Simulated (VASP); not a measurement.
# Ag (Fm-3m) in VASP: notebook, part 2 of 2

VASP 6.6.1. The steps go on from the part before.

**3. Single point, LDA**

The input, INCAR:

```
ALGO = Normal
EDIFF = 1E-6
ENCUT = 520
GGA = CA
ISIF = 2
ISMEAR = -1
LASPH = T
LCHARG = F
LREAL = F
LWAVE = F
NBANDS = 12
NELM = 60
PREC = Accurate
SIGMA = 0.05
```

The input, KPOINTS:

```
k-points
0
Gamma
  11 11 11
```

The input, POSCAR:

```
Ag
1.0
    0.0000000000      2.0427500000      2.0427500000
    2.0427500000      0.0000000000      2.0427500000
    2.0427500000      2.0427500000      0.0000000000
Ag
1
Direct
    0.0000000000      0.0000000000      0.0000000000
```

Potentials or basis: VASP PAW LDA potentials, release 64 (Ag).

Started as:

```bash
$ cat potpaw_LDA.64/Ag/POTCAR > POTCAR
$ mpirun -np 1 vasp_std > vasp.out
```

OUTCAR:

```text
EDIFF = 1E-6
   ENCUT = 520
   GGA = CA
   ISIF = 2
   ISMEAR = -1
   LASPH = T
   LREAL = F
   NELM = 60
   PREC = Accurate

 ion  position               nearest neighbor table
   1  0.000  0.000  0.000-

  LATTYP: Found a face centered cubic cell.
 ALAT       =     4.0855000000

  Lattice vectors:

 A1 = (   0.0000000000,   2.0427500000,   2.0427500000)
 A2 = (   2.0427500000,   0.0000000000,   2.0427500000)
 A3 = (   2.0427500000,   2.0427500000,   0.0000000000)

Analysis of symmetry for initial positions (statically):
=====================================================================
 Subroutine PRICEL returns:
 Original cell was already a primitive cell.

 Routine SETGRP: Setting up the symmetry group for a
 face centered cubic supercell.

 Subroutine GETGRP returns: Found 48 space group operations
 (whereof 48 operations were pure point group operations)
 out of a pool of 48 trial point group operations.

The static configuration has the point symmetry O_h .

Analysis of symmetry for dynamics (positions and initial velocities):
=====================================================================
 Subroutine PRICEL returns:
 Original cell was already a primitive cell.

[... 158 lines left out ...]
 Fermi energy:         8.3685217596

 k-point     1 :       0.0000    0.0000    0.0000
  band No.  band energies     occupation
      1       0.3193      2.00000
      2       3.3676      2.00000
      3       3.3676      2.00000
      4       3.3676      2.00000
      5       4.4216      2.00000
      6       4.4216      2.00000
      7      24.1706      0.00000
      8      27.6721      0.00000
      9      27.6721      0.00000
     10      27.6721      0.00000
     11      32.6932      0.00000
     12      33.6679      0.00000
[... 331 lines left out ...]
 k-point    24 :      -0.1818    0.1818    0.0000
  band No.  band energies     occupation
      1       2.3765      2.00000
      2       2.9618      2.00000
      3       3.5839      2.00000
      4       3.9892      2.00000
      5       4.0270      2.00000
      6       5.5522      2.00000
      7      20.0327      0.00000
      8      20.4612      0.00000
      9      26.7447      0.00000
     10      28.5408      0.00000
     11      29.1819      0.00000
     12      32.6563      0.00000

 [... further k-points ...]
[... 5 lines left out ...]
  --------------------------------------------------------------------------------------
  -------------------------------------------------------------------------------------
  Total       -0.7914352     -0.7914352     -0.7914352     -0.0000000      0.0000000     -0.0000000
  in kB      -74.3789917    -74.3789917    -74.3789917     -0.0000000      0.0000000     -0.0000000
  external PRESSURE =     -74.3789917 kB  Pullay stress =       0.0000000 kB

 VOLUME and BASIS-vectors are now :
 -----------------------------------------------------------------------------
  energy-cutoff  :      520.00
  volume of cell :       17.05
      direct lattice vectors                 reciprocal lattice vectors
     0.000000000  2.042750000  2.042750000    -0.244768082  0.244768082  0.244768082
     2.042750000  0.000000000  2.042750000     0.244768082 -0.244768082  0.244768082
     2.042750000  2.042750000  0.000000000     0.244768082  0.244768082 -0.244768082

 POSITION                                       TOTAL-FORCE (eV/Angst)
 -----------------------------------------------------------------------------------
      0.00000      0.00000      0.00000         0.000000      0.000000      0.000000
 -----------------------------------------------------------------------------------
    total drift:                               -0.000000      0.000000      0.000000

  FREE ENERGIE OF THE ION-ELECTRON SYSTEM (eV)
  ---------------------------------------------------
  free  energy   TOTEN  =        -3.7622862085 eV

  energy  without entropy=       -3.7594758355  energy(sigma->0) =       -3.76088102
```

OSZICAR:

```text
N       E                     dE             d eps       ncg     rms          rms(c)
DAV:   1     0.507117133404E+02    0.50712E+02   -0.54543E+03  1360   0.825E+02
DAV:   2    -0.324276690044E+01   -0.53954E+02   -0.50720E+02  1572   0.192E+02
DAV:   3    -0.407714640948E+01   -0.83438E+00   -0.83395E+00  1580   0.252E+01
DAV:   4    -0.407990732614E+01   -0.27609E-02   -0.27608E-02  1568   0.148E+00
DAV:   5    -0.407992995510E+01   -0.22629E-04   -0.22629E-04  1608   0.120E-01    0.546E+00
DAV:   6    -0.377720635896E+01    0.30272E+00   -0.12423E+00  1460   0.982E+00    0.342E+00
DAV:   7    -0.376679118623E+01    0.10415E-01   -0.80227E-03  1544   0.854E-01    0.192E+00
DAV:   8    -0.376227561071E+01    0.45156E-02   -0.87214E-04  1512   0.232E-01    0.760E-02
DAV:   9    -0.376228706920E+01   -0.11458E-04   -0.69231E-06  1592   0.177E-02    0.154E-02
DAV:  10    -0.376228620847E+01    0.86074E-06   -0.17747E-06  1556   0.105E-02
   1 F= -.37622862E+01 E0= -.37608810E+01  d E =-.281037E-02
```

Wall time 3.3 s (1 thread of Intel Xeon 6975P-C (Granite Rapids), shared host); peak memory 0.13 GiB.

What came out:

```
Free energy : -3.7623 eV
Pressure    : -7.4 GPa
```

**4. Single point, PBE**

The input, INCAR:

```
  ALGO = Normal
  EDIFF = 1E-6
  ENCUT = 520
  GGA = PE
  ISIF = 2
  ISMEAR = 0
  LASPH = True
  LCHARG = False
  LREAL = False
  LWAVE = False
  NBANDS = 12
  NELM = 80
  PREC = Accurate
  SIGMA = 0.028000000000000004
```

KPOINTS is that of step 3.

POSCAR is that of step 3.

Potentials or basis: VASP PAW PBE potentials, release 64 (Ag).

Started as:

```bash
$ cat potpaw_PBE.64/Ag/POTCAR > POTCAR
$ mpirun -np 1 vasp_std > vasp.out
```

Run time: 3.9 s. Hardware: 1 thread of Intel Xeon 6975P-C (Granite Rapids), shared host; peak memory 0.14 GiB.

Results (log left out):

```yaml
Free_energy: -2.7092 eV
Pressure: 4.1 GPa
```

Levels at points of the mesh, in eV from the Fermi level:
```
           k point  band 2  band 3  band 4  band 5  band 6  band 7  band 8  band 9  band 10  band 11
(0.00, 0.00, 0.00)   -5.08   -5.08   -5.08   -4.05   -4.05   15.76   19.34   19.34    19.34    24.15
```

**5. The runs side by side**

```tsv
level	potentials or basis	smearing	gap on the mesh (eV)	pressure (GPa)
PBE	VASP PAW PBE potentials, release 64 (Ag)	gaussian 0.05 eV	none	4.1
LDA	VASP PAW LDA potentials, release 64 (Ag)	fermi-dirac 0.05 eV	none	-7.4
PBE	VASP PAW PBE potentials, release 64 (Ag)	gaussian 0.028 eV	none	4.1
```

Alike in all rows: task single point; no spin polarisation; cell as given; k mesh 11 × 11 × 11; cutoff (eV) 520.

Total energies depend on the potentials used, so only differences within one code and one set of settings carry meaning.
